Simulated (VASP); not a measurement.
Input of a VASP 6.6.1 run:

The input INCAR:

```
SYSTEM = KF
ALGO = Normal ; EDIFF = 1E-8
ENCUT = 520 ; GGA = PE
ISIF = 2 ; ISMEAR = -1
LASPH = .TRUE. ; LCHARG = .FALSE.
LEFG = .TRUE. ; LREAL = .FALSE.
LWAVE = .FALSE. ; NBANDS = 15
NELM = 60 ; PREC = Accurate
SIGMA = 0.03
```

The input KPOINTS:

```
k-points
0
G
  8 8 8
  0 0 0
```

The input POSCAR:

```
KF
1.0
    0.0000000000      2.7259348808      2.7259348808
    2.7259348808      0.0000000000      2.7259348808
    2.7259348808      2.7259348808      0.0000000000
K F
1 1
Direct
    0.0000000000      0.0000000000      0.0000000000
    0.5000000000      0.5000000000      0.5000000000
```

Potentials or basis: VASP PAW PBE potentials, release 64 (K_sv, F).

Command:

```sh
$ cat potpaw_PBE.64/K_sv/POTCAR potpaw_PBE.64/F/POTCAR > POTCAR
$ mpirun -np 1 vasp_std > vasp.out
```

Q: What does it give for the pressure?

A: -0.5 GPa.

Q: Predict the band gap on the k mesh.

A: 5.86 eV, direct.

Caveat: without QUAD_EFG the Cq values of the log hold for a quadrupole moment of 1 mb, not for the nuclei. A k mesh can miss the band edges.
